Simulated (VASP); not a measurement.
# Li17H16 (a cell with a defect) in VASP: a series of runs

The runs below take Li17H16 (a cell with a defect) through single point, with PBE.

Everything below comes from runs of VASP 6.6.1. Logs are shortened: lines on timing, memory, paths and dates and some standing lists are left out, and cuts for length are marked.

**1. The cell of the first run**

The cell holds a defect, 33 atoms: a = 6.941 Å, b = 6.941 Å, c = 6.941 Å, α = 109.47°, β = 109.47°, γ = 109.47°.

**2. Single point, PBE**

File INCAR:

```
SYSTEM = Li17H16
  ALGO = Normal
  EDIFF = 1E-6
  ENCUT = 520
  GGA = PE
  ISIF = 2
  ISMEAR = 0
  LASPH = .True.
  LCHARG = .False.
  LREAL = Auto
  LWAVE = .False.
  NBANDS = 56
  NELM = 100
  PREC = Accurate
  SIGMA = 0.02
```

File KPOINTS:

```
Automatic mesh
0
Gamma
  2 2 2
  0.5 0.5 0.5
```

File POSCAR:

```
Li17H16
1.0
    4.0071000521     -4.0071000521     -4.0071000521
   -4.0071000521     -4.0071000521      4.0071000521
   -4.0071000521      4.0071000521     -4.0071000521
Li H
17 16
Direct
    0.2442259957      0.7499941257      0.0055003618
    0.2424562620      1.0052622714      0.7500900803
    0.2575720562      0.2575582058      0.5130504538
    0.0056500960      0.7500184575      0.2442051577
    0.2558049429      0.5115018276      0.2557887217
    1.0641531144      1.0601900239      1.0641532391
    0.0051481120      0.2423635515      0.7498749622
    0.7460211777      0.7499207559      0.4359706464
   -0.0129395322      0.4946926641      0.4947350888
    0.7500344291      1.0053519871      0.2423570631
    0.7499172621      0.2423347277      0.0051987721
    0.4365136825      0.7496854236      0.7461364730
    0.7535274789      0.4404359704      0.7537757882
    0.4944991326      0.9887137702      0.4945021273
    0.5130376016      0.2576403101      0.2576290800
    0.4945388122      0.4945429299     -0.0130579470
    0.7507610144      0.7508614611      0.7501658209
    0.2406221426      0.4979301675      0.7500346787
    0.2395205978      0.7500120938      0.4969278216
    0.2607866004      0.0076063736      0.2607782402
    0.0030137755      0.4925860284      0.0030026702
    0.2595510435      0.2594708109      0.0076363204
   -0.0012699957      0.7500924511      0.7521488011
    0.0017712310      0.0018468468      0.4923385926
    0.7499952487      0.4979663532      0.2404704119
    0.0075461056      0.2595268365      0.2595542878
    0.7520970180      0.7499638045     -0.0019570263
    0.7478997183     -0.0033516757      0.7477985229
    0.5021405689      0.5042943709      0.5021687689
    0.7500047318      0.2406869026      0.4981693679
    0.4968222590      0.7500058548      0.2392610585
    0.4924402871      0.0017667390      0.0017409099
    0.4979234294      0.2406119107      0.7499653018
```

Potentials or basis: VASP PAW PBE potentials, release 64 (Li_sv, H).

The run is started by

```sh
> cat potpaw_PBE.64/Li_sv/POTCAR potpaw_PBE.64/H/POTCAR > POTCAR
> mpirun -np 1 vasp_std > vasp.out
```

OUTCAR:

```text
SYSTEM = Li17H16
   EDIFF = 1E-6
   ENCUT = 520
   GGA = PE
   ISIF = 2
   ISMEAR = 0
   LASPH = .True.
   LREAL = Auto
   NELM = 100
   PREC = Accurate

 ion  position               nearest neighbor table
   1  0.244  0.750  0.006-  12 2.57
   2  0.242  0.005  0.750-  12 2.56
   3  0.258  0.258  0.513-   6 2.55
   4  0.006  0.750  0.244-   8 2.57
   5  0.256  0.512  0.256-   6 2.57
   6  0.064  0.060  0.064-  17 2.17  15 2.55   3 2.55   5 2.57
   7  0.005  0.242  0.750-  13 2.56
   8  0.746  0.750  0.436-  17 2.17  16 2.56  10 2.56   4 2.57
   9  0.987  0.495  0.495-  12 2.56
  10  0.750  0.005  0.242-   8 2.56
  11  0.750  0.242  0.005-  13 2.56
  12  0.437  0.750  0.746-  17 2.17   9 2.56   2 2.56   1 2.57
  13  0.754  0.440  0.754-  17 2.17  11 2.56   7 2.56  14 2.57
  14  0.494  0.989  0.495-  13 2.57
  15  0.513  0.258  0.258-   6 2.55
  16  0.495  0.495  0.987-   8 2.56
  17  0.751  0.751  0.750-  28 1.72  23 1.72  29 1.72  27 1.72   6 2.17   8 2.17  12 2.17  13 2.17

  18  0.241  0.498  0.750-
  19  0.240  0.750  0.497-
  20  0.261  0.008  0.261-
  21  0.003  0.493  0.003-
  22  0.260  0.259  0.008-
  23  0.999  0.750  0.752-  17 1.72
  24  0.002  0.002  0.492-
  25  0.750  0.498  0.240-
  26  0.008  0.260  0.260-
  27  0.752  0.750  0.998-  17 1.72
  28  0.748  0.997  0.748-  17 1.72
  29  0.502  0.504  0.502-  17 1.72
  30  0.750  0.241  0.498-
  31  0.497  0.750  0.239-
  32  0.492  0.002  0.002-
  33  0.498  0.241  0.750-

  LATTYP: Found a body centered cubic cell.
 ALAT       =     8.0142001042

  Lattice vectors:

 A1 = (   4.0071000521,  -4.0071000521,  -4.0071000521)
 A2 = (  -4.0071000521,  -4.0071000521,   4.0071000521)
 A3 = (  -4.0071000521,   4.0071000521,  -4.0071000521)

Analysis of symmetry for initial positions (statically):
=====================================================================
 Subroutine PRICEL returns:
 Original cell was already a primitive cell.

 Routine SETGRP: Setting up the symmetry group for a
 body centered cubic supercell.

 Subroutine GETGRP returns: Found  1 space group operations
 (whereof  1 operations were pure point group operations)
 out of a pool of 48 trial point group operations.

The static configuration has the point symmetry C_1 .

Analysis of symmetry for dynamics (positions and initial velocities):
=====================================================================
 Subroutine PRICEL returns:
 Original cell was already a primitive cell.

 Routine SETGRP: Setting up the symmetry group for a
 body centered cubic supercell.

 Subroutine GETGRP returns: Found  1 space group operations
 (whereof  1 operations were pure point group operations)
 out of a pool of 48 trial point group operations.

The dynamic configuration has the point symmetry C_1 .

 Subroutine INISYM returns: Found  1 space group operations
 (whereof  1 operations are pure point group operations),
 and found     1 'primitive' translations

----------------------------------------------------------------------------------------

                                     Primitive cell

  volume of cell :     257.3656

  direct lattice vectors                    reciprocal lattice vectors
     4.007100052 -4.007100052 -4.007100052     0.000000000 -0.124778517 -0.124778517
    -4.007100052 -4.007100052  4.007100052    -0.124778517 -0.124778517  0.000000000
    -4.007100052  4.007100052 -4.007100052    -0.124778517  0.000000000 -0.124778517

  length of vectors
     6.940500881  6.940500881  6.940500881     0.176463470  0.176463470  0.176463470

  position of ions in fractional coordinates (direct lattice)
     0.244225996  0.749994126  0.005500362
     0.242456262  0.005262271  0.750090080
     0.257572056  0.257558206  0.513050454
     0.005650096  0.750018457  0.244205158
     0.255804943  0.511501828  0.255788722
     0.064153114  0.060190024  0.064153239
[... 25 lines left out ...]
     0.492440287  0.001766739  0.001740910
     0.497923429  0.240611911  0.749965302

  ion indices of the primitive-cell ions
   primitive index   ion index
                 1           1
                 2           2
                 3           3
                 4           4
                 5           5
                 6           6
[... 25 lines left out ...]
                32          32
                33          33

----------------------------------------------------------------------------------------

 KPOINTS: Automatic mesh

Automatic generation of k-mesh.
 Grid dimensions read from file:
 generate k-points for:    2    2    2

 Generating k-lattice:

  Cartesian coordinates                     Fractional coordinates (reciprocal lattice)
     0.000000000 -0.062389258 -0.062389258     0.500000000  0.000000000  0.000000000
    -0.062389258 -0.062389258  0.000000000     0.000000000  0.500000000  0.000000000
    -0.062389258  0.000000000 -0.062389258     0.000000000  0.000000000  0.500000000

  Length of vectors
     0.088231735  0.088231735  0.088231735

  Shift w.r.t. Gamma in fractional coordinates (k-lattice)
     0.500000000  0.500000000  0.500000000

 Subroutine IBZKPT returns following result:
 ===========================================

 Found      4 irreducible k-points:

 Following reciprocal coordinates:
            Coordinates               Weight
  0.250000  0.250000  0.250000      2.000000
 -0.250000  0.250000  0.250000      2.000000
  0.250000 -0.250000  0.250000      2.000000
  0.250000  0.250000 -0.250000      2.000000
   k-points           NKPTS =      4   k-points in BZ     NKDIM =      4   number of bands    NBANDS=     56
   number of dos      NEDOS =    301   number of ions     NIONS =     33
   total plane-waves  NPLWV = 157464
   dimension x,y,z NGX =    54 NGY =   54 NGZ =   54
   dimension x,y,z NGXF=   108 NGYF=  108 NGZF=  108
   ions per type =              17  16
   NGX,Y,Z   is equivalent  to a cutoff of  12.93, 12.93, 12.93 a.u.
   NGXF,Y,Z  is equivalent  to a cutoff of  25.87, 25.87, 25.87 a.u.
 SYSTEM =  Li17H16
   PREC   = accura    normal or accurate (medium, high low for compatibility)
   ISTART =      0    job   : 0-new  1-cont  2-samecut
   ICHARG =      2    charge: 1-file 2-atom 10-const
   ISPIN  =      1    spin polarized calculation?
   LNONCOLLINEAR =      F non collinear calculations
   LSORBIT =      F    spin-orbit coupling
   LASPH  =      T    aspherical Exc in radial PAW
   ENCUT  =  520.0 eV  38.22 Ry    6.18 a.u.  12.90 12.90 12.90*2*pi/ulx,y,z
   NELM   =    100;   NELMIN=  2; NELMDL= -5     # of ELM steps
   EDIFF  = 0.1E-05   stopping-criterion for ELM
   LREAL  =      T    real-space projection
   EDIFFG = 0.1E-04   stopping-criterion for IOM
   NSW    =      0    number of steps for IOM
   IBRION =     -1    ionic relax: 0-MD 1-quasi-New 2-CG
   NFREE  =      0    steps in history (QN), initial steepest desc. (CG)
   ISIF   =      2    stress and relaxation
   ISYM   =      2    0-nonsym 1-usesym 2-fastsym
   POTIM  = 0.5000    time-step for ionic-motion
   TEBEG  =    0.0;   TEEND  =   0.0 temperature during run
   PSTRESS=    0.0 pullay stress
   NELECT =      67.0000    total number of electrons
   NUPDOWN=      -1.0000    fix difference up-down
   EMIN   =  10.00;   EMAX   =-10.00  energy-range for DOS
   EFERMI =   0.00;   METHOD = LEGACY
   ISMEAR =     0;   SIGMA  =   0.02  broadening in eV -4-tet -1-fermi 0-gaus
   EFERMI_NEDOS =   21; number of points for ismear=-14 and -15
   IALGO  =     38    algorithm
   IMIX   =      4    mixing-type and parameters
     AMIX     =   0.40;   BMIX     =  1.00
     AMIX_MAG =   1.60;   BMIX_MAG =  1.00
  volume/ion in A,a.u.               =       7.80        52.63
  Fermi-wavevector in a.u.,A,eV,Ry     =   1.045321  1.975370 14.867025  1.092696
  Thomas-Fermi vector in A             =   2.180111
   LORBIT       =      0    0 simple, 1 ext, 2 COOP (PROOUT), +10 PAW based schemes
   GGA     = PE    functional components
   LHFCALC =     F    Hartree Fock is set to
   AEXX    =    0.0000 exact exchange contribution
   IVDW    =     0    specifies the selected vdW correction
   LEPSILON=     F    determine dielectric tensor
   LRPA    =     F    only Hartree local field effects (RPA)
 non-spin polarized calculation
 Gauss-broadening in eV      SIGMA  =   0.02
  energy-cutoff  :      520.00
  volume of cell :      257.37
 maximum number of plane-waves:      6927
 NGX is ok and might be reduce to    54
   NGX = 25   NGY = 25   NGZ = 25

 number of electron      66.9999998 magnetization

 Free energy of the ion-electron system (eV)
  ---------------------------------------------------
  ext. energy  EPLUGINS =         0.00000000
  ---------------------------------------------------
  free energy    TOTEN  =       -97.16178729 eV

  energy without entropy =      -97.15433071  energy(sigma->0) =      -97.15805900

 E-fermi :   3.7195     XC(G=0):  -8.6616

 val. band max:        3.7159722694   @ k =  -0.2500   0.2500   0.2500
 cond. band min:       3.8211781884   @ k =   0.2500  -0.2500   0.2500
 fundamental gap:      0.1052059191
 Fermi energy:         3.7194933447

 k-point     1 :       0.2500    0.2500    0.2500
  band No.  band energies     occupation
      1     -44.1818      2.00000
      2     -44.1127      2.00000
      3     -44.1112      2.00000
      4     -44.1099      2.00000
      5     -44.0009      2.00000
      6     -43.8387      2.00000
[... 37 lines left out ...]
     44       5.8770      0.00000
     45       6.1009      0.00000

 k-point     2 :      -0.2500    0.2500    0.2500
  band No.  band energies     occupation
      1     -44.1820      2.00000
      2     -44.1127      2.00000
      3     -44.1112      2.00000
      4     -44.1099      2.00000
      5     -44.0010      2.00000
      6     -43.8439      2.00000
[... 37 lines left out ...]
     44       6.4252      0.00000
     45       6.6566      0.00000

 k-point     3 :       0.2500   -0.2500    0.2500
  band No.  band energies     occupation
      1     -44.1819      2.00000
      2     -44.1127      2.00000
      3     -44.1112      2.00000
      4     -44.1099      2.00000
      5     -44.0010      2.00000
      6     -43.8425      2.00000
[... 37 lines left out ...]
     44       6.4506      0.00000
     45       6.7052      0.00000

 k-point     4 :       0.2500    0.2500   -0.2500
  band No.  band energies     occupation
      1     -44.1820      2.00000
      2     -44.1127      2.00000
      3     -44.1113      2.00000
      4     -44.1098      2.00000
      5     -44.0010      2.00000
      6     -43.8439      2.00000
[... 37 lines left out ...]
     44       6.4257      0.00000
     45       6.6573      0.00000
 [bands above 45 left out]

------------------------ aborting loop because EDIFF is reached ----------------------------------------

  FORCE on cell =-STRESS in cart. coord.  units (eV):
  Direction    XX          YY          ZZ          XY          YZ          ZX
  --------------------------------------------------------------------------------------
  -------------------------------------------------------------------------------------
  Total        4.5556962      4.5282295      4.0291153      0.0046869      0.0093353      0.0268348
  in kB       28.3605589     28.1895708     25.0824369      0.0291772      0.0581149      0.1670548
  external PRESSURE =      27.2108555 kB  Pullay stress =       0.0000000 kB

 VOLUME and BASIS-vectors are now :
 -----------------------------------------------------------------------------
  energy-cutoff  :      520.00
  volume of cell :      257.37
      direct lattice vectors                 reciprocal lattice vectors
     4.007100052 -4.007100052 -4.007100052     0.000000000 -0.124778517 -0.124778517
    -4.007100052 -4.007100052  4.007100052    -0.124778517 -0.124778517  0.000000000
    -4.007100052  4.007100052 -4.007100052    -0.124778517  0.000000000 -0.124778517

 POSITION                                       TOTAL-FORCE (eV/Angst)
 -----------------------------------------------------------------------------------
     -2.04870     -3.96190      2.00462        -0.008650      0.011472      0.014416
     -2.05523      2.01305     -3.95615        -0.000009      0.010172      0.011485
     -2.05579     -0.00833     -2.05590        -0.005598     -0.009485     -0.011116
     -3.96131     -2.04948      2.00420         0.011822     -0.009007      0.015220
     -2.04957     -2.04970     -0.00037        -0.013319     -0.013028     -0.015305
     -0.24119     -0.24119     -0.27295        -0.028030     -0.026259      0.011084
[... 25 lines left out ...]
      1.95920     -1.97336     -1.97315         0.005968     -0.009220     -0.000912
     -1.97411      0.04580     -4.03626        -0.008365     -0.007084     -0.001095
 -----------------------------------------------------------------------------------
    total drift:                                0.000483      0.003359     -0.005884

  FREE ENERGIE OF THE ION-ELECTRON SYSTEM (eV)
  ---------------------------------------------------
  free  energy   TOTEN  =       -97.1617872876 eV

  energy  without entropy=      -97.1543307119  energy(sigma->0) =      -97.15805900
```

It took 93 s on 1 thread of Intel Xeon 6975P-C (Granite Rapids), shared host; peak memory 0.36 GiB.

Results:

```yaml
Free_energy: -97.1618 eV
Largest_force: 0.041 eV/Å
Band_gap_on_the_k_mesh: zero (an odd number of electrons rules out a gap without spin polarisation)
```

Forces in eV/Å, atoms in the order of the input:
```
Li  -0.009  0.011  0.014
Li   0.000  0.010  0.011
Li  -0.006 -0.009 -0.011
Li   0.012 -0.009  0.015
Li  -0.013 -0.013 -0.015
Li  -0.028 -0.026  0.011
Li   0.002  0.010 -0.009
Li   0.030 -0.026 -0.009
Li  -0.007  0.001  0.008
Li   0.010 -0.002  0.012
Li   0.009  0.002 -0.009
Li  -0.027  0.028 -0.006
Li   0.027  0.025  0.005
Li   0.009  0.009 -0.014
Li  -0.010 -0.006 -0.012
Li   0.002 -0.007  0.008
Li  -0.002  0.004 -0.004
H    0.008 -0.007  0.002
H   -0.004  0.005  0.008
H   -0.004 -0.004 -0.007
H    0.004  0.004 -0.009
H    0.007  0.008  0.000
H    0.007 -0.008  0.001
H   -0.008  0.007  0.000
H   -0.009  0.008  0.001
H    0.009  0.008  0.000
H   -0.009  0.007  0.000
H   -0.007 -0.008 -0.002
H    0.010  0.009  0.002
H   -0.006 -0.009  0.001
H    0.004 -0.004  0.007
H    0.006 -0.009 -0.001
H   -0.008 -0.007 -0.001
```

Caveat: the k points lie up to 0.55 Å⁻¹ apart, too coarse for converged energies and pressures of a metal; the cutoff is under 1.25 times the usual one of these potentials, so pressure, stress and relaxed cells hold a basis-set (Pulay) error; an odd number of electrons without spin polarisation forces a metal; a magnetic or distorted state may lie lower.

(Continued in part 2 of 3.)

The gap in the log of VASP goes by the Fermi energy; the results here count the filled bands.